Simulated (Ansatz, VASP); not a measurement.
**One calculation of EuS, two programs**

```
Eu S
1.0
     4.20254    0.00000    0.00000
     2.10127    3.63950    0.00000
     2.10127    1.21317    3.43136
Eu S
1 1
Cartesian
  0.0000 0.0000 0.0000
  4.2025 2.4263 1.7157
```

Alike in both runs: functional RPBE; k mesh 6 × 6 × 6; collinear spin.

Ansatz relaxed the structure, and its values are those at the end. VASP's run is a single point on that final structure, the one shown.

|  | VASP | Ansatz |
| --- | --- | --- |
| version | VASP 6.6.1 | Ansatz 0.2.0 |
| potentials or method | VASP PAW PBE potentials, release 64 (Eu, S) | plane waves, PAW |
| plane-wave cutoff (eV) | 600 | 420 |
| occupations | fermi-dirac, width 0.1 eV | fermi-dirac |
| valence electrons in the cell | 23 | 23 |

|  | VASP | Ansatz | Ansatz less VASP |
| --- | --- | --- | --- |
| pressure (GPa) | -0.3 | 0.0 | +0.29 |
| net moment per atom (μB) | 3.48 | 3.48 | +0.002 |
| size of the moment on the site where the two differ most (μB) | 6.58 | 6.75 | +0.175 |

VASP's potentials were made for PBE, not for RPBE. Site moments also hang on the region over which each program counts them.

Spin-orbit coupling is off throughout.
